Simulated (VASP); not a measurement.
# Bi (P6_3/mmc) in VASP: notebook, part 2 of 2

VASP 6.6.1. The steps go on from the part before.

### 4 Single point, PBE (equal xx and yy strain of +3 %)

File INCAR:

```
SYSTEM = Bi
ALGO = Normal
EDIFF = 1E-7
ENCUT = 520
GGA = PE
ISIF = 2
ISMEAR = -1
LASPH = .True.
LCHARG = .False.
LREAL = .False.
LWAVE = .False.
NBANDS = 22
NELM = 60
PREC = Accurate
SIGMA = 0.03
```

File KPOINTS:

```
k-points
0
Gamma
  9 9 3
  0 0 0
```

File POSCAR:

```
Bi
1.0
    4.6751703087      0.0000000000      0.0000000000
   -2.3375851544      4.0488162544      0.0000000000
    0.0000000000      0.0000000000     11.8290000000
Bi
2
Direct
    0.3333333333      0.6666666667      0.2500000000
    0.6666666667      0.3333333333      0.7500000000
```

Potentials or basis: VASP PAW PBE potentials, release 64 (Bi_d).

The run is started by

```console
cat potpaw_PBE.64/Bi_d/POTCAR > POTCAR
mpirun -np 1 vasp_std > vasp.out
```

OUTCAR:

```text
SYSTEM = Bi
   EDIFF = 1E-7
   ENCUT = 520
   GGA = PE
   ISIF = 2
   ISMEAR = -1
   LASPH = .True.
   LREAL = .False.
   NELM = 60
   PREC = Accurate

 ion  position               nearest neighbor table
   1  0.333  0.667  0.250-
   2  0.667  0.333  0.750-

  LATTYP: Found a hexagonal cell.
 ALAT       =     4.6751703087
 C/A-ratio  =     2.5301752062

  Lattice vectors:

 A1 = (   4.6751703087,   0.0000000000,   0.0000000000)
 A2 = (  -2.3375851544,   4.0488162544,   0.0000000000)
 A3 = (   0.0000000000,   0.0000000000,  11.8290000000)

Analysis of symmetry for initial positions (statically):
=====================================================================
 Subroutine PRICEL returns:
 Original cell was already a primitive cell.

 Routine SETGRP: Setting up the symmetry group for a
 hexagonal supercell.

 Subroutine GETGRP returns: Found 24 space group operations
 (whereof 12 operations were pure point group operations)
 out of a pool of 24 trial point group operations.

The static configuration has the point symmetry D_3d.
 The point group associated with its full space group is D_6h.

Analysis of symmetry for dynamics (positions and initial velocities):
=====================================================================
 Subroutine PRICEL returns:
 Original cell was already a primitive cell.

 Routine SETGRP: Setting up the symmetry group for a
 hexagonal supercell.

 Subroutine GETGRP returns: Found 24 space group operations
 (whereof 12 operations were pure point group operations)
 out of a pool of 24 trial point group operations.

The dynamic configuration has the point symmetry D_3d.
 The point group associated with its full space group is D_6h.

[... 107 lines left out ...]
   PSTRESS=    0.0 pullay stress
   NELECT =      30.0000    total number of electrons
   NUPDOWN=      -1.0000    fix difference up-down
   EMIN   =  10.00;   EMAX   =-10.00  energy-range for DOS
   EFERMI =   0.00;   METHOD = LEGACY
   ISMEAR =    -1;   SIGMA  =   0.03  broadening in eV -4-tet -1-fermi 0-gaus
   EFERMI_NEDOS =   21; number of points for ismear=-14 and -15
   IALGO  =     38    algorithm
   IMIX   =      4    mixing-type and parameters
     AMIX     =   0.40;   BMIX     =  1.00
     AMIX_MAG =   1.60;   BMIX_MAG =  1.00
  volume/ion in A,a.u.               =     111.96       755.51
  Fermi-wavevector in a.u.,A,eV,Ry     =   0.837704  1.583032  9.547868  0.701748
  Thomas-Fermi vector in A             =   1.951638
   LORBIT       =      0    0 simple, 1 ext, 2 COOP (PROOUT), +10 PAW based schemes
   GGA     = PE    functional components
   LHFCALC =     F    Hartree Fock is set to
   AEXX    =    0.0000 exact exchange contribution
   IVDW    =     0    specifies the selected vdW correction
   LEPSILON=     F    determine dielectric tensor
   LRPA    =     F    only Hartree local field effects (RPA)
 non-spin polarized calculation
  energy-cutoff  :      520.00
  volume of cell :      223.91
 maximum number of plane-waves:      6051
 NGX is ok and might be reduce to    36
   NGX = 17   NGY = 17   NGZ = 43

 number of electron      30.0000013 magnetization

 Free energy of the ion-electron system (eV)
  ---------------------------------------------------
  ext. energy  EPLUGINS =         0.00000000
  ---------------------------------------------------
  free energy    TOTEN  =        -2.86284572 eV

  energy without entropy =       -2.83702156  energy(sigma->0) =       -2.84993364

 E-fermi :  -1.2657     XC(G=0):  -5.1576

 val. band max:       -1.2665444971   @ k =   0.4444   0.0000   0.0000
 cond. band min:      -1.2556147726   @ k =   0.3333  -0.0000   0.3333
 fundamental gap:      0.0109297245
 Fermi energy:        -1.2656723908

 k-point     1 :       0.0000    0.0000    0.0000
  band No.  band energies     occupation
      1     -24.0849      2.00000
      2     -24.0848      2.00000
      3     -24.0836      2.00000
      4     -24.0836      2.00000
      5     -24.0836      2.00000
      6     -24.0836      2.00000
[... 589 lines left out ...]
     21       4.2561      0.00000
     22       4.7909      0.00000

------------------------ aborting loop because EDIFF is reached ----------------------------------------

  FORCE on cell =-STRESS in cart. coord.  units (eV):
  Direction    XX          YY          ZZ          XY          YZ          ZX
  --------------------------------------------------------------------------------------
  -------------------------------------------------------------------------------------
  Total       -5.9023652     -5.9023652     -0.5003539      0.0000000      0.0000000      0.0000000
  in kB      -42.2340884    -42.2340884     -3.5802583      0.0000000      0.0000000      0.0000000
  external PRESSURE =     -29.3494784 kB  Pullay stress =       0.0000000 kB

 VOLUME and BASIS-vectors are now :
 -----------------------------------------------------------------------------
  energy-cutoff  :      520.00
  volume of cell :      223.91
      direct lattice vectors                 reciprocal lattice vectors
     4.675170309  0.000000000  0.000000000     0.213895951  0.123492885  0.000000000
    -2.337585154  4.048816254  0.000000000     0.000000000  0.246985770  0.000000000
     0.000000000  0.000000000 11.829000000     0.000000000  0.000000000  0.084538000

 POSITION                                       TOTAL-FORCE (eV/Angst)
 -----------------------------------------------------------------------------------
     -0.00000      2.69921      2.95725        -0.000000      0.000000      0.000000
      2.33759      1.34961      8.87175         0.000000      0.000000      0.000000
 -----------------------------------------------------------------------------------
    total drift:                                0.000000     -0.000000      0.000000

  FREE ENERGIE OF THE ION-ELECTRON SYSTEM (eV)
  ---------------------------------------------------
  free  energy   TOTEN  =        -2.8628457193 eV

  energy  without entropy=       -2.8370215598  energy(sigma->0) =       -2.84993364
```

OSZICAR:

```text
N       E                     dE             d eps       ncg     rms          rms(c)
DAV:   1     0.253552454990E+03    0.25355E+03   -0.14299E+04  1176   0.116E+03
DAV:   2     0.164026153417E+02   -0.23715E+03   -0.23328E+03  1164   0.309E+02
DAV:   3    -0.223763778583E+01   -0.18640E+02   -0.18384E+02  1242   0.114E+02
DAV:   4    -0.285122976866E+01   -0.61359E+00   -0.61207E+00  1298   0.226E+01
DAV:   5    -0.287109272710E+01   -0.19863E-01   -0.19862E-01  1488   0.386E+00    0.753E-01
DAV:   6    -0.285907522581E+01    0.12018E-01   -0.32944E-02  1254   0.133E+00    0.479E-01
DAV:   7    -0.286111029259E+01   -0.20351E-02   -0.39516E-02  1218   0.117E+00    0.123E-01
DAV:   8    -0.286245251233E+01   -0.13422E-02   -0.29634E-03  1134   0.640E-01    0.521E-02
DAV:   9    -0.286274483735E+01   -0.29233E-03   -0.23933E-04  1224   0.908E-02    0.225E-02
DAV:  10    -0.286283862195E+01   -0.93785E-04   -0.98028E-05  1262   0.438E-02    0.331E-03
DAV:  11    -0.286284582265E+01   -0.72007E-05   -0.87600E-06  1176   0.210E-02    0.184E-03
DAV:  12    -0.286284567190E+01    0.15075E-06   -0.12293E-06  1188   0.109E-02    0.541E-04
DAV:  13    -0.286284571933E+01   -0.47435E-07   -0.98072E-08   908   0.213E-03
   1 F= -.28628457E+01 E0= -.28499336E+01  d E =-.258242E-01
```

Run time: 70 s. Hardware: 1 thread of Intel Xeon 6975P-C (Granite Rapids), shared host; peak memory 0.37 GiB.

What came out:

* Free energy: -2.8628 eV
* Pressure: -2.9 GPa
* Band gap on the k mesh: zero (bands 15 and 16 overlap by 1.82 eV)

Stress tensor (GPa, compression positive):
```
-4.22  0.00  0.00
 0.00 -4.22  0.00
 0.00  0.00 -0.36
```

Levels at points of the mesh, in eV from the Fermi level:
| k point | band 12 | band 13 | band 14 | band 15 | band 16 | band 17 | band 18 | band 19 |
| --- | --- | --- | --- | --- | --- | --- | --- | --- |
| (0.00, 0.00, 0.00) | -10.24 | -0.74 | -0.25 | 1.21 | 1.21 | 1.22 | 1.22 | 3.01 |

Caveat: the cell differs from its parent crystal (equal xx and yy strain of +3 %); spin-orbit coupling is left out, which moves the levels of the heavy elements.

### 5 Single point, PBE (equal xx and yy strain of -3 %)

File INCAR:

```
SYSTEM = Bi
PREC = Accurate
ENCUT = 520
EDIFF = 1E-6
ISMEAR = -1
SIGMA = 0.03
LREAL = .FALSE.
LASPH = .TRUE.
NELM = 100
ALGO = Normal
ISIF = 2
LWAVE = .FALSE.
LCHARG = .FALSE.
GGA = PE
NBANDS = 22
```

File KPOINTS:

```
regular mesh
0
G
  9 9 3
  0 0 0
```

File POSCAR:

```
Bi
1.0
    4.4028302907      0.0000000000      0.0000000000
   -2.2014151454      3.8129628804      0.0000000000
    0.0000000000      0.0000000000     11.8290000000
Bi
2
Direct
    0.3333333333      0.6666666667      0.2500000000
    0.6666666667      0.3333333333      0.7500000000
```

The run is started by

```console
cat potpaw_PBE.64/Bi_d/POTCAR > POTCAR
mpirun -np 1 vasp_std > vasp.out
```

It took 73 s on 1 thread of Intel Xeon Platinum 8488C (Sapphire Rapids), shared host; peak memory 0.35 GiB.

Results (log left out):

```
Free energy            : -3.6117 eV
Pressure               : -3.6 GPa
Band gap on the k mesh : zero (bands 15 and 16 overlap by 2.49 eV)
```

Stress tensor (GPa, compression positive):
```
-5.31  0.00  0.00
 0.00 -5.31  0.00
 0.00  0.00 -0.32
```

Levels at points of the mesh, in eV from the Fermi level:
```
           k point  band 12  band 13  band 14  band 15  band 16  band 17  band 18  band 19
(0.00, 0.00, 0.00)   -10.37    -0.95    -0.44     1.69     1.69     1.70     1.70     3.07
```

Caveat: the cell differs from its parent crystal (equal xx and yy strain of -3 %); the cell stands under tension; spin-orbit coupling is left out, which moves the levels of the heavy elements.

### 6 The runs side by side

```tsv
cell	gap on the mesh (eV)	pressure (GPa)
a = 4.448, b = 4.448, c = 11.829 Å, angles 90.0, 90.0, 120.0°, 2 atoms	none	-3.5
a = 4.584, b = 4.584, c = 11.829 Å, angles 90.0, 90.0, 120.0°, 2 atoms	none	-3.2
a = 4.675, b = 4.675, c = 11.829 Å, angles 90.0, 90.0, 120.0°, 2 atoms	none	-2.9
a = 4.403, b = 4.403, c = 11.829 Å, angles 90.0, 90.0, 120.0°, 2 atoms	none	-3.6
```

Alike in all rows: task single point; level PBE; potentials or basis VASP PAW PBE potentials, release 64 (Bi_d); no spin polarisation; k mesh 9 × 9 × 3; cutoff (eV) 520; smearing fermi-dirac 0.03 eV.

Caveats: spin-orbit coupling is left out, which moves the levels of the heavy elements; the cell stands under tension (at least some runs).

Total energies depend on the potentials used, so only differences within one code and one set of settings carry meaning.
